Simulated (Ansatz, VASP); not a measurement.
Sc: VASP beside Ansatz

Contents of INCAR:

```
PREC = Accurate
ENCUT = 600
EDIFF = 1E-6
ISMEAR = -1
SIGMA = 0.1
LREAL = F
LASPH = T
NELM = 100
ALGO = Normal
ISIF = 3
LWAVE = F
LCHARG = F
GGA = PE
IBRION = 2
NSW = 80
EDIFFG = -0.01
```

KPOINTS

```
regular mesh
0
Gamma
  7 7 10
```

The input POSCAR:

```
Sc
1.0
    5.2083761254      0.0000000000      0.0000000000
   -2.6041880627      4.5105860371      0.0000000000
    0.0000000000      0.0000000000      3.1927345649
Sc
3
Direct
    0.0000000000      0.0000000000      0.0000000000
    0.3333333333      0.6666666667      0.5000000000
    0.6666666667      0.3333333333      0.5000000000
```

Input for Ansatz:

```yaml
crystal:
  lattice:
    - [5.2083761254, 0.0, 0.0]
    - [-2.6041880627, 4.5105860371, 0.0]
    - [0.0, 0.0, 3.1927345649]
  atoms:
    - { symbol: Sc, position: [0.0, 0.0, 0.0] }
    - { symbol: Sc, position: [0.3333333333, 0.6666666667, 0.5] }
    - { symbol: Sc, position: [0.6666666667, 0.3333333333, 0.5] }
hamiltonian:
  xc: pbe
  pseudopotentials:
    kind: paw
    azcp:
      Sc: "pseudopotentials/Sc.paw.azcp"
basis:
  ecutwfc: 420
  fft_grid_basis: typed
kpoints:
  mp_grid: { grid: [7, 7, 10], shift: [0, 0, 0] }
magnetization:
  spin_polarized: false
scf:
  occupations: { method: fermi_dirac, width: 0.1 }
relax:
  max_steps: 60
  f_tol: 0.01
  cell: {}
```

Alike in both runs: task relaxation of cell and atoms; functional PBE; k mesh 7 × 7 × 10; occupations fermi-dirac, width 0.1 eV; no spin polarisation.

|  | VASP | Ansatz |
| --- | --- | --- |
| version | VASP 6.6.1 | Ansatz 0.2.0 |
| potentials or method | VASP PAW PBE potentials, release 64 (Sc_sv), cutoff 600 eV | plane waves (420 eV) with PAW, scalar-relativistic |
| valence electrons in the cell | 33 | 33 |

Ansatz gave:

| Quantity | Value |
| --- | --- |
| relaxed volume (Å³/atom) | 24.55 |
| relaxed cell length with the largest relative difference (Å) | 5.140 |

Task: What did VASP give for the same quantities?

Result: Relaxed volume (Å³/atom): 24.59; relaxed cell length with the largest relative difference (Å): 5.142.
